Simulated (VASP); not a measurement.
TiO2: single point with r2SCAN

Crystal: TiO2.

```
Ti O
1.0
     4.59675    0.00000    0.00000
     0.00000    4.59675    0.00000
     0.00000    0.00000    2.95367
Ti O
2 4
Direct
  0.00000 0.00000 0.14812
  0.50000 0.50000 0.64812
  0.30461 0.30461 0.00000
  0.19539 0.80461 0.50000
  0.69539 0.69539 0.00000
  0.80461 0.19539 0.50000
```

This cell differs from its parent crystal: all Ti atoms moved +0.438 Å, as atom 1 along Cartesian [0 0 1].

```yaml
Program: VASP 6.6.1
Task: single point
Functional: r2SCAN
Potentials_or_basis: VASP PAW PBE potentials, release 64 (Ti_sv, O)
Cutoff: 520 eV
k_mesh: 6 × 6 × 10
Occupations: gaussian, width 0.05 eV
Spin: no spin polarisation
```

```json
{"Pressure": "31.9 GPa", "Largest force": "7.014 eV/Å", "Band gap on the k mesh": "4.06 eV"}
```

Forces in eV/Å, atoms in the order of the input:
```
Ti   0.000  0.000 -7.014
Ti   0.000  0.000 -7.014
O   -2.635 -2.635  3.507
O    2.635 -2.635  3.507
O    2.635  2.635  3.507
O   -2.635  2.635  3.507
```

Stress tensor (GPa, compression positive):
```
27.95  0.00  0.00
 0.00 27.95  0.00
 0.00  0.00 39.80
```

Levels at points of the mesh, in eV from the valence-band top:
```csv
k point,band 21,band 22,band 23,band 24,band 25,band 26,band 27,band 28
"(0.00, 0.00, 0.00)",-1.61,-0.70,-0.70,-0.01,4.82,5.39,5.39,5.66
"(0.50, 0.00, 0.00)",-0.83,-0.83,-0.56,-0.56,4.42,4.42,5.85,5.85
"(0.50, 0.50, 0.00)",-1.72,-1.72,-1.07,-1.07,5.38,5.38,5.86,5.86
"(0.00, 0.00, 0.50)",-2.19,-2.19,-0.78,-0.78,5.43,5.43,5.71,5.71
"(0.50, 0.00, 0.50)",-1.18,-1.18,-0.95,-0.95,4.45,4.45,5.60,5.60
"(0.50, 0.50, 0.50)",-1.58,-0.69,0.00,0.00,4.06,5.20,5.22,5.22
```

Run time: 5.2 min on 1 thread of Intel(R) Xeon(R) Platinum 8488C (Sapphire Rapids) (shared host), peak memory 0.24 GiB.

Caveat: the cell differs from its parent crystal (all Ti atoms moved +0.438 Å, as atom 1 along Cartesian [0 0 1]); the stress differs along the axes, from 28 to 40 GPa; the PAW data sets were made with another functional, which shifts forces and pressure a little. A k mesh can miss the band edges.
